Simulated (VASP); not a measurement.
# Pd (Fm-3m) in VASP: further runs

Runs on Pd. Level: PBE. Tasks: relaxation of cell and atoms.

All numbers are computed with VASP 6.6.1; they aren't measurements. Logs are shortened: lines on timing, memory, paths and dates and some standing lists are left out, and cuts for length are marked.

### 1 The cell of the first run

The structure is cubic, space group Fm-3m (No. 225). The conventional cell has a = 3.815 Å, b = 3.815 Å, c = 3.815 Å, α = 90.00°, β = 90.00°, γ = 90.00°. Within 3.6 Å of Pd (site symmetry m-3m) lie 12 Pd at 2.70 Å.

### 2 Relaxation of cell and atoms, PBE, target pressure 22 GPa, at which the enthalpy is minimised

Input file INCAR:

```
SYSTEM = Pd
  ALGO = Normal
  EDIFF = 1E-7
  EDIFFG = -0.005
  ENCUT = 600
  GGA = PE
  IBRION = 2
  ISIF = 3
  ISMEAR = -1
  LASPH = .True.
  LCHARG = .False.
  LREAL = .False.
  LWAVE = .False.
  NELM = 100
  NSW = 32
  PREC = Accurate
  PSTRESS = 220.0
  SIGMA = 0.08
```

Input file KPOINTS:

```
k-points
0
Gamma
  17 17 17
  0 0 0
```

Input file POSCAR:

```
Pd
1.0
    0.0000000000      1.9075452473      1.9075452473
    1.9075452473      0.0000000000      1.9075452473
    1.9075452473      1.9075452473      0.0000000000
Pd
1
Direct
    0.0000000000      0.0000000000      0.0000000000
```

Potentials or basis: VASP PAW PBE potentials, release 64 (Pd).

On the command line:

```
cat potpaw_PBE.64/Pd/POTCAR > POTCAR
mpirun -np 1 vasp_std > vasp.out
```

OUTCAR:

```text
SYSTEM = Pd
   EDIFF = 1E-7
   EDIFFG = -0.005
   ENCUT = 600
   GGA = PE
   IBRION = 2
   ISIF = 3
   ISMEAR = -1
   LASPH = .True.
   LREAL = .False.
   NELM = 100
   NSW = 32
   PREC = Accurate
   PSTRESS = 220.0

 ion  position               nearest neighbor table
   1  0.000  0.000  0.000-

  LATTYP: Found a face centered cubic cell.
 ALAT       =     3.8150904946

  Lattice vectors:

 A1 = (   0.0000000000,   1.9075452473,   1.9075452473)
 A2 = (   1.9075452473,   0.0000000000,   1.9075452473)
 A3 = (   1.9075452473,   1.9075452473,   0.0000000000)

Analysis of symmetry for initial positions (statically):
=====================================================================
 Subroutine PRICEL returns:
 Original cell was already a primitive cell.

 Routine SETGRP: Setting up the symmetry group for a
 face centered cubic supercell.

 Subroutine GETGRP returns: Found 48 space group operations
 (whereof 48 operations were pure point group operations)
 out of a pool of 48 trial point group operations.

The static configuration has the point symmetry O_h .

Analysis of symmetry for dynamics (positions and initial velocities):
=====================================================================
 Subroutine PRICEL returns:
 Original cell was already a primitive cell.

 Routine SETGRP: Setting up the symmetry group for a
 face centered cubic supercell.

 Subroutine GETGRP returns: Found 48 space group operations
 (whereof 48 operations were pure point group operations)
 out of a pool of 48 trial point group operations.

The dynamic configuration has the point symmetry O_h .

 Subroutine INISYM returns: Found 48 space group operations
 (whereof 48 operations are pure point group operations),
 and found     1 'primitive' translations

----------------------------------------------------------------------------------------

                                     Primitive cell

  volume of cell :      13.8821

  direct lattice vectors                    reciprocal lattice vectors
     0.000000000  1.907545247  1.907545247    -0.262116980  0.262116980  0.262116980
     1.907545247  0.000000000  1.907545247     0.262116980 -0.262116980  0.262116980
     1.907545247  1.907545247  0.000000000     0.262116980  0.262116980 -0.262116980

  length of vectors
     2.697676360  2.697676360  2.697676360     0.453999927  0.453999927  0.453999927

  position of ions in fractional coordinates (direct lattice)
     0.000000000  0.000000000  0.000000000

  ion indices of the primitive-cell ions
   primitive index   ion index
                 1           1

----------------------------------------------------------------------------------------

 KPOINTS: k-points

Automatic generation of k-mesh.
 Grid dimensions read from file:
 generate k-points for:   17   17   17

 Generating k-lattice:

  Cartesian coordinates                     Fractional coordinates (reciprocal lattice)
    -0.015418646  0.015418646  0.015418646     0.058823529  0.000000000  0.000000000
     0.015418646 -0.015418646  0.015418646     0.000000000  0.058823529  0.000000000
     0.015418646  0.015418646 -0.015418646     0.000000000  0.000000000  0.058823529

  Length of vectors
     0.026705878  0.026705878  0.026705878

  Shift w.r.t. Gamma in fractional coordinates (k-lattice)
     0.000000000  0.000000000  0.000000000

 Subroutine IBZKPT returns following result:
 ===========================================

 Found    165 irreducible k-points:

 Following reciprocal coordinates:
            Coordinates               Weight
  0.000000  0.000000  0.000000      1.000000
  0.058824  0.000000  0.000000      8.000000
  0.117647  0.000000  0.000000      8.000000
  0.176471  0.000000  0.000000      8.000000
  0.235294  0.000000  0.000000      8.000000
  0.294118  0.000000  0.000000      8.000000
[... 16 lines left out ...]
 -0.176471  0.058824  0.000000     24.000000
 -0.117647  0.058824  0.000000     24.000000
 [... further k-points ...]
   k-points           NKPTS =    165   k-points in BZ     NKDIM =    165   number of bands    NBANDS=      9
   number of dos      NEDOS =    301   number of ions     NIONS =      1
   total plane-waves  NPLWV =  13824
   dimension x,y,z NGX =    24 NGY =   24 NGZ =   24
   dimension x,y,z NGXF=    48 NGYF=   48 NGZF=   48
   ions per type =               1
   NGX,Y,Z   is equivalent  to a cutoff of  14.79, 14.79, 14.79 a.u.
   NGXF,Y,Z  is equivalent  to a cutoff of  29.58, 29.58, 29.58 a.u.
 SYSTEM =  Pd
   PREC   = accura    normal or accurate (medium, high low for compatibility)
   ISTART =      0    job   : 0-new  1-cont  2-samecut
   ICHARG =      2    charge: 1-file 2-atom 10-const
   ISPIN  =      1    spin polarized calculation?
   LNONCOLLINEAR =      F non collinear calculations
   LSORBIT =      F    spin-orbit coupling
   LASPH  =      T    aspherical Exc in radial PAW
   ENCUT  =  600.0 eV  44.10 Ry    6.64 a.u.   5.39  5.39  5.39*2*pi/ulx,y,z
   NELM   =    100;   NELMIN=  2; NELMDL= -5     # of ELM steps
   EDIFF  = 0.1E-06   stopping-criterion for ELM
   LREAL  =      F    real-space projection
   EDIFFG = -.5E-02   stopping-criterion for IOM
   NSW    =     32    number of steps for IOM
   IBRION =      2    ionic relax: 0-MD 1-quasi-New 2-CG
   NFREE  =      1    steps in history (QN), initial steepest desc. (CG)
   ISIF   =      3    stress and relaxation
   ISYM   =      2    0-nonsym 1-usesym 2-fastsym
   POTIM  = 0.5000    time-step for ionic-motion
   TEBEG  =    0.0;   TEEND  =   0.0 temperature during run
   PSTRESS=  220.0 pullay stress
   NELECT =      10.0000    total number of electrons
   NUPDOWN=      -1.0000    fix difference up-down
   EMIN   =  10.00;   EMAX   =-10.00  energy-range for DOS
   EFERMI =   0.00;   METHOD = LEGACY
   ISMEAR =    -1;   SIGMA  =   0.08  broadening in eV -4-tet -1-fermi 0-gaus
   EFERMI_NEDOS =   21; number of points for ismear=-14 and -15
   IALGO  =     38    algorithm
   IMIX   =      4    mixing-type and parameters
     AMIX     =   0.40;   BMIX     =  1.00
     AMIX_MAG =   1.60;   BMIX_MAG =  1.00
  volume/ion in A,a.u.               =      13.88        93.68
  Fermi-wavevector in a.u.,A,eV,Ry     =   1.467540  2.773249 29.302514  2.153674
  Thomas-Fermi vector in A             =   2.583146
   LORBIT       =      0    0 simple, 1 ext, 2 COOP (PROOUT), +10 PAW based schemes
   GGA     = PE    functional components
   LHFCALC =     F    Hartree Fock is set to
   AEXX    =    0.0000 exact exchange contribution
   IVDW    =     0    specifies the selected vdW correction
   LEPSILON=     F    determine dielectric tensor
   LRPA    =     F    only Hartree local field effects (RPA)
 conjugate gradient relaxation of ions
 non-spin polarized calculation
  energy-cutoff  :      600.00
  volume of cell :       13.88
 maximum number of plane-waves:       483
 NGX is ok and might be reduce to    24
   NGX = 11   NGY = 11   NGZ = 11

--------------------------------------- Ionic step        1  -------------------------------------------

 number of electron      10.0000001 magnetization

 Free energy of the ion-electron system (eV)
  ---------------------------------------------------
  ext. energy  EPLUGINS =         0.00000000
  ---------------------------------------------------
  free energy    TOTEN  =        -5.15178162 eV

  energy without entropy =       -5.10774962  energy(sigma->0) =       -5.12976562

------------------------ aborting loop because EDIFF is reached ----------------------------------------

  FORCE on cell =-STRESS in cart. coord.  units (eV):
  Direction    XX          YY          ZZ          XY          YZ          ZX
  --------------------------------------------------------------------------------------
  -------------------------------------------------------------------------------------
  Total        1.8634578      1.8634578      1.8634578     -0.0000000     -0.0000000      0.0000000
  in kB      215.0679086    215.0679086    215.0679086     -0.0000000     -0.0000000      0.0000000
  external PRESSURE =      -4.9320914 kB  Pullay stress =     220.0000000 kB

 VOLUME and BASIS-vectors are now :
 -----------------------------------------------------------------------------
  energy-cutoff  :      600.00
  volume of cell :       13.88
      direct lattice vectors                 reciprocal lattice vectors
     0.000000000  1.907545247  1.907545247    -0.262116980  0.262116980  0.262116980
     1.907545247  0.000000000  1.907545247     0.262116980 -0.262116980  0.262116980
     1.907545247  1.907545247  0.000000000     0.262116980  0.262116980 -0.262116980
[... 44 lines left out ...]
  FREE ENERGIE OF THE ION-ELECTRON SYSTEM (eV)
  ---------------------------------------------------
  free  energy   TOTEN  =        -5.1398235204 eV

  energy  without entropy=       -5.0961067427  energy(sigma->0) =       -5.11796513

  enthalpy is  TOTEN    =        -3.2453967143 eV   P V=        1.8944268061

--------------------------------------- Ionic step        3  -------------------------------------------

 number of electron      10.0000001 magnetization

 Free energy of the ion-electron system (eV)
  ---------------------------------------------------
  ext. energy  EPLUGINS =         0.00000000
  ---------------------------------------------------
  free energy    TOTEN  =        -5.14833177 eV

  energy without entropy =       -5.10439303  energy(sigma->0) =       -5.12636240

 E-fermi :  10.8763     XC(G=0): -13.5809

 val. band max:       10.8759236841   @ k =  -0.4706   0.2353   0.0000
 cond. band min:      10.8784912184   @ k =   0.4706   0.1176   0.0000
 fundamental gap:      0.0025675343
 Fermi energy:        10.8763022600

 k-point     1 :       0.0000    0.0000    0.0000
  band No.  band energies     occupation
      1       3.2423      2.00000
      2       7.7333      2.00000
      3       7.7333      2.00000
      4       7.7333      2.00000
      5       9.5156      2.00000
      6       9.5156      2.00000
      7      28.0802      0.00000
      8      33.2184      0.00000
      9      33.2184      0.00000

 k-point     2 :       0.0588    0.0000    0.0000
  band No.  band energies     occupation
      1       3.3755      2.00000
      2       7.6827      2.00000
      3       7.7814      2.00000
      4       7.7814      2.00000
      5       9.4914      2.00000
      6       9.4914      2.00000
      7      28.2391      0.00000
      8      32.3754      0.00000
      9      33.3863      0.00000
[... 253 lines left out ...]
 k-point    24 :      -0.1176    0.0588    0.0000
  band No.  band energies     occupation
      1       4.0404      2.00000
      2       7.4389      2.00000
      3       7.9905      2.00000
      4       8.0249      2.00000
      5       9.2596      2.00000
      6       9.5908      2.00000
      7      28.8228      0.00000
      8      30.0515      0.00000
      9      33.2055      0.00000

 [... further k-points ...]

------------------------ aborting loop because EDIFF is reached ----------------------------------------

  FORCE on cell =-STRESS in cart. coord.  units (eV):
  Direction    XX          YY          ZZ          XY          YZ          ZX
  --------------------------------------------------------------------------------------
  -------------------------------------------------------------------------------------
  Total        1.9041717      1.9041717      1.9041717     -0.0000000     -0.0000000      0.0000000
  in kB      220.1699279    220.1699279    220.1699279     -0.0000000     -0.0000000      0.0000000
  external PRESSURE =       0.1699279 kB  Pullay stress =     220.0000000 kB

 VOLUME and BASIS-vectors are now :
 -----------------------------------------------------------------------------
  energy-cutoff  :      600.00
  volume of cell :       13.86
      direct lattice vectors                 reciprocal lattice vectors
    -0.000000000  1.906380388  1.906380388    -0.262277142  0.262277142  0.262277142
     1.906380388 -0.000000000  1.906380388     0.262277142 -0.262277142  0.262277142
     1.906380388  1.906380388  0.000000000     0.262277142  0.262277142 -0.262277142

 POSITION                                       TOTAL-FORCE (eV/Angst)
 -----------------------------------------------------------------------------------
      0.00000      0.00000      0.00000         0.000000      0.000000     -0.000000
 -----------------------------------------------------------------------------------
    total drift:                               -0.000000     -0.000000     -0.000000

  FREE ENERGIE OF THE ION-ELECTRON SYSTEM (eV)
  ---------------------------------------------------
  free  energy   TOTEN  =        -5.1483317660 eV

  energy  without entropy=       -5.1043930295  energy(sigma->0) =       -5.12636240

  enthalpy is  TOTEN    =        -3.2456297472 eV   P V=        1.9027020187

 reached required accuracy - stopping structural energy minimisation
```

It took 32 s on 1 thread of AMD EPYC 9R45 (Zen 5), shared host; peak memory 0.13 GiB.

Results:

| Item | Value |
| --- | --- |
| Free energy | -5.1483 eV |
| Relaxed volume | 13.86 Å³/atom |
| Relaxed cell | a = 2.696 Å, b = 2.696 Å, c = 2.696 Å, α = 60.00°, β = 60.00°, γ = 60.00° |
| Space group after relaxing (to 0.1 Å) | Fm-3m (No. 225) |
| Energy change on relaxing (the run minimises the enthalpy) | +3.4 meV/atom |
| Ionic steps | 3 |
| Pressure after relaxing | 22.0 GPa |
| Band gap on the k mesh | zero (bands 5 and 6 overlap by 1.73 eV) |

The path:
| step | energy change (eV) | largest force (eV/Å) | pressure (GPa) | volume (Å³) |
| --- | --- | --- | --- | --- |
| 1 | 0.0000 | 0.0000 | 21.51 | 13.88 |
| 2 | 0.0120 | 0.0000 | 23.26 | 13.80 |
| 3 | 0.0034 | 0.0000 | 22.02 | 13.86 |

Final structure:
```xyz
1
Lattice="0.0000 1.9064 1.9064 1.9064 0.0000 1.9064 1.9064 1.9064 0.0000" Properties=species:S:1:pos:R:3 pbc="T T T"
Pd    0.0000    0.0000    0.0000
```

Caveat: the cell is relaxed towards a set pressure, so the run minimises the enthalpy, not the energy.

### 3 Relaxation of cell and atoms, PBE, target pressure 22 GPa, at which the enthalpy is minimised

Input file INCAR:

```
SYSTEM = Pd
  ALGO = Normal
  EDIFF = 1E-7
  EDIFFG = -0.005
  ENCUT = 600
  GGA = PE
  IBRION = 2
  ISIF = 3
  ISMEAR = -1
  LASPH = .TRUE.
  LCHARG = .FALSE.
  LREAL = .FALSE.
  LWAVE = .FALSE.
  NELM = 100
  NSW = 60
  PREC = Accurate
  PSTRESS = 220.0
  SIGMA = 0.08
```

Input file KPOINTS:

```
k-points
0
G
  17 17 17
  0 0 0
```

Input file POSCAR:

```
Pd
1.0
    0.0000000000      1.9085321876      1.9085321876
    1.9085321876      0.0000000000      1.9085321876
    1.9085321876      1.9085321876      0.0000000000
Pd
1
Direct
    0.0000000000      0.0000000000      0.0000000000
```

Potentials or basis: VASP PAW PBE potentials, release 64 (Pd).

On the command line:

```
cat potpaw_PBE.64/Pd/POTCAR > POTCAR
mpirun -np 1 vasp_std > vasp.out
```

Run time: 30 s. Hardware: 1 thread of AMD EPYC 9R45 (Zen 5), shared host; peak memory 0.13 GiB.

The run converged. Its results:

- Free energy: -5.1484 eV
- Relaxed volume: 13.86 Å³/atom
- Relaxed cell: a = 2.696 Å, b = 2.696 Å, c = 2.696 Å, α = 60.00°, β = 60.00°, γ = 60.00°
- Space group after relaxing (to 0.1 Å): Fm-3m (No. 225)
- Energy change on relaxing (the run minimises the enthalpy): +6.3 meV/atom
- Ionic steps: 3
- Pressure after relaxing: 22.0 GPa
- Band gap on the k mesh: zero (bands 5 and 6 overlap by 1.73 eV)

Step by step:
```
step  energy change (eV)  largest force (eV/Å)  pressure (GPa)  volume (Å³)
   1              0.0000                0.0000           21.08        13.90
   2              0.0227                0.0000           24.38        13.74
   3              0.0063                0.0000           22.01        13.86
```

Final structure:
```xyz
1
Lattice="0.0000 1.9064 1.9064 1.9064 0.0000 1.9064 1.9064 1.9064 0.0000" Properties=species:S:1:pos:R:3 pbc="T T T"
Pd    0.0000    0.0000    0.0000
```

Levels at points of the mesh, in eV from the Fermi level:
```csv
k point,band 2,band 3,band 4,band 5,band 6,band 7,band 8,band 9
"(0.00, 0.00, 0.00)",-3.14,-3.14,-3.14,-1.36,-1.36,17.20,22.34,22.34
```

Caveat: the cell is relaxed towards a set pressure, so the run minimises the enthalpy, not the energy.
